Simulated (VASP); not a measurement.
LaHg2Ge2, 5 atoms in the cell. It takes space group I4/mmm (No. 139, tetragonal). The conventional cell has a = 4.673 Å, b = 4.673 Å, c = 11.992 Å, α = 90.00°, β = 90.00°, γ = 90.00°. Within 3.7 Å of Ge (site symmetry -4m2) lie 4 Hg at 2.80 Å and 4 Ge at 3.30 Å. La (site symmetry 4/mmm) has 10 Hg at 3.61 to 4.53 Å and 8 Ge at 3.80 Å and 4 La at 4.67 Å within 4.7 Å. Within 3.7 Å of Hg (site symmetry 4mm) lie 4 Ge at 2.80 Å and 1 Hg at 2.93 Å and 4 La at 3.61 Å. 

| Quantity | Value |
| --- | --- |
| Program | VASP 6.6.1 |
| Task | single point |
| Functional | PBE |
| Potentials or basis | VASP PAW PBE potentials, release 64 (Ge_d, La, Hg) |
| Cutoff | 520 eV |
| k mesh | 8 × 8 × 8 |
| Occupations | gaussian, width 0.1175 eV |
| Spin | no spin polarisation |
| Dipole correction | no |
| Further INCAR settings | ALGO = Normal; EDIFF = 1e-06; NBANDS = 40 |

Potentials or basis: VASP PAW PBE potentials, release 64 (Ge_d, La, Hg).

Command:

```sh
$ cat potpaw_PBE.64/Ge_d/POTCAR potpaw_PBE.64/La/POTCAR potpaw_PBE.64/Hg/POTCAR > POTCAR
$ mpirun -np 1 vasp_std > vasp.out
```

Hardware: 1 thread of Intel(R) Xeon(R) Platinum 8559C (Emerald Rapids), on a shared host.

Task: How long does it take, and how much memory?

Result: It took 2.9 min on 1 thread of Intel(R) Xeon(R) Platinum 8559C (Emerald Rapids), with other jobs on the host, peak memory 0.47 GiB. Counts: scf iterations 13, k points 59.
